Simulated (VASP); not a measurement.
Wanted: the native input for a VASP 6.6.1 run.

```
Task                   : single point
Functional             : r2SCAN
Potentials or basis    : VASP PAW PBE potentials, release 64 (Si, O)
Cutoff                 : 520 eV
k mesh                 : 6 × 6 × 8
Occupations            : gaussian, width 0.05 eV
Spin                   : no spin polarisation
Dipole correction      : no
Further INCAR settings : ALGO = Normal; EDIFF = 1e-06; NBANDS = 25
```

The system is SiO2.

```
Si O
1.0
     4.35282    0.00000    0.00000
     0.00000    4.35282    0.00000
     0.00000    0.00000    2.56200
Si O
2 4
Direct
  0.50000 0.50000 0.50000
  0.00000 0.00000 0.00000
  0.69389 0.69389 0.00000
  0.19389 0.80611 0.50000
  0.30611 0.30611 0.00000
  0.80611 0.19389 0.50000
```

This cell differs from its parent crystal: strain +0.040 along x and y, -0.040 along z.

The input as run:

POSCAR

```
SiO2
1.0
    4.3528223192      0.0000000000      0.0000000000
    0.0000000000      4.3528223192      0.0000000000
    0.0000000000      0.0000000000      2.5619951744
Si O
2 4
Direct
    0.5000000000      0.5000000000      0.5000000000
    0.0000000000      0.0000000000      0.0000000000
    0.6938852014      0.6938852014      0.0000000000
    0.1938852014      0.8061147986      0.5000000000
    0.3061147986      0.3061147986      0.0000000000
    0.8061147986      0.1938852014      0.5000000000
```

INCAR.step1

```
PREC     = Accurate       # precision mode
ENCUT    = 520            # plane-wave cutoff, eV
ISMEAR   = 0              # smearing method
SIGMA    = 0.05           # smearing width, eV
LREAL    = False          # projectors in reciprocal space
LASPH    = True           # aspherical terms in the spheres
NELM     = 60             # most SCF steps
NBANDS   = 25             # bands
GGA      = PE             # functional
ALGO     = Normal         # electronic algorithm
EDIFF    = 1E-4           # SCF threshold, eV
LWAVE    = True           # write WAVECAR
LCHARG   = False          # write CHGCAR
```

INCAR.step2

```
PREC     = Accurate       # precision mode
ENCUT    = 520            # plane-wave cutoff, eV
EDIFF    = 1E-6           # SCF threshold, eV
ISMEAR   = 0              # smearing method
SIGMA    = 0.05           # smearing width, eV
LREAL    = False          # projectors in reciprocal space
LASPH    = True           # aspherical terms in the spheres
NELM     = 60             # most SCF steps
ALGO     = Normal         # electronic algorithm
ISIF     = 2              # what is computed and relaxed
LWAVE    = False          # write WAVECAR
LCHARG   = False          # write CHGCAR
METAGGA  = R2SCAN         # meta-GGA
LMIXTAU  = True         
NBANDS   = 25             # bands
ISTART   = 1
```

KPOINTS

```
Automatic mesh
0
Gamma
  6 6 8
```

Potentials or basis: VASP PAW PBE potentials, release 64 (Si, O).

The run is started by

```console
$ cat potpaw_PBE.64/Si/POTCAR potpaw_PBE.64/O/POTCAR > POTCAR
$ cp INCAR.step1 INCAR
$ mpirun -np 1 vasp_std > vasp.out
$ cp INCAR.step2 INCAR
$ mpirun -np 1 vasp_std > vasp.out
```

It gave:

| Item | Value |
| --- | --- |
| Pressure | -6.4 GPa |
| Largest force | 0.916 eV/Å |
| Band gap on the k mesh | 6.02 eV, direct |

Caveat: the cell differs from its parent crystal (strain +0.040 along x and y, -0.040 along z); the PAW data sets were made with another functional, which shifts forces and pressure a little.

Wall time 53 s on 1 thread of Intel(R) Xeon(R) 6975P-C (Granite Rapids), on a shared host, peak memory 0.18 GiB.
